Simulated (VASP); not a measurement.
Write the native input for VASP 6.6.1 that does the following.

```yaml
Task: single point
Functional: PBEsol
Potentials_or_basis: VASP PAW PBE potentials, release 64 (Au)
Cutoff: 520 eV
k_mesh: 11 × 11 × 6
Occupations: methfessel-paxton, width 0.15 eV
Spin: no spin polarisation
Dipole_correction: no
Further_INCAR_settings: ALGO = Normal; EDIFF = 1e-06; NBANDS = 18
```

The structure of Au lies in POSCAR:

```
Au
1.0
    2.8508379602      0.0000000000      0.0000000000
   -1.4254189801      2.4688984191      0.0000000000
    0.0000000000      0.0000000000      4.7972721538
Au
2
Direct
    0.3333333333      0.6666666667      0.7500000000
    0.6666666667      0.3333333333      0.2500000000
```

This isn't the form of Au at room conditions, which is fcc.

The input as run:

INCAR

```
ALGO     = Normal         # electronic algorithm
EDIFF    = 1E-6           # SCF threshold, eV
ENCUT    = 520            # plane-wave cutoff, eV
GGA      = PS             # functional
ISIF     = 2              # what is computed and relaxed
ISMEAR   = 1              # smearing method
LASPH    = True           # aspherical terms in the spheres
LCHARG   = False          # write CHGCAR
LREAL    = False          # projectors in reciprocal space
LWAVE    = False          # write WAVECAR
NBANDS   = 18             # bands
NELM     = 100            # most SCF steps
PREC     = Accurate       # precision mode
SIGMA    = 0.15           # smearing width, eV
```

KPOINTS

```
k-points
0
Gamma
  11 11 6
```

Potentials or basis: VASP PAW PBE potentials, release 64 (Au).

The run is started by

```console
$ cat potpaw_PBE.64/Au/POTCAR > POTCAR
$ mpirun -np 1 vasp_std > vasp.out
```

It gave:

The pressure is 1.3 GPa and the band gap on the k mesh is zero (bands 11 and 12 overlap by 6.43 eV).

Caveat: the PAW data sets were made with another functional, which shifts forces and pressure a little; spin-orbit coupling is left out, which moves the levels of the heavy elements.

Wall time 42 s on 1 thread of Intel Xeon 8259CL (shared host), peak memory 0.17 GiB.
